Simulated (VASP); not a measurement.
Set up this calculation in VASP 6.6.1, as the native input.

```yaml
Task: single point
Functional: PBE
Potentials_or_basis: VASP PAW PBE potentials, release 64 (Si, Pb_d, S)
Cutoff: 520 eV
k_mesh: 4 × 4 × 4
Occupations: gaussian, width 0.1 eV
Spin: no spin polarisation
Dipole_correction: no
Further_INCAR_settings: ALGO = Normal; EDIFF = 1e-06; NBANDS = 26
```

The structure of SiPbS3 lies in POSCAR:

```
SiPbS3
1.0
    4.6591117507      0.0000000000      0.0000000000
    0.0000000000      4.6591117507      0.0000000000
    0.0000000000      0.0000000000      6.1440583449
Si Pb S
1 1 3
Direct
    0.0000000000      0.0000000000      0.1893675552
    0.5000000000      0.5000000000      0.5798027348
    0.5000000000      0.5000000000      0.9802375135
    0.0000000000      0.5000000000      0.3552960982
    0.5000000000      0.0000000000      0.3552960982
```

One way to write it, as run:

INCAR

```
SYSTEM = SiPbS3
ALGO = Normal ; EDIFF = 1E-6
ENCUT = 520 ; GGA = PE
ISIF = 2 ; ISMEAR = 0
LASPH = .TRUE. ; LCHARG = .FALSE.
LREAL = .FALSE. ; LWAVE = .FALSE.
NBANDS = 26 ; NELM = 60
PREC = Accurate ; SIGMA = 0.1
```

KPOINTS

```
k-points
0
G
  4 4 4
  0 0 0
```

Potentials or basis: VASP PAW PBE potentials, release 64 (Si, Pb_d, S).

The run is started by

```bash
$ cat potpaw_PBE.64/Si/POTCAR potpaw_PBE.64/Pb_d/POTCAR potpaw_PBE.64/S/POTCAR > POTCAR
$ mpirun -np 1 vasp_std > vasp.out
```

It gave:

The pressure is 0.0 GPa and the largest force is 0.030 eV/Å. The band gap on the k mesh is zero (bands 18 and 19 overlap by 0.52 eV).

Caveat: spin-orbit coupling is left out, which moves the levels of the heavy elements.

Run time: 39 s on 1 thread of AMD EPYC 9R14 (Zen 4) (shared host), peak memory 0.23 GiB.
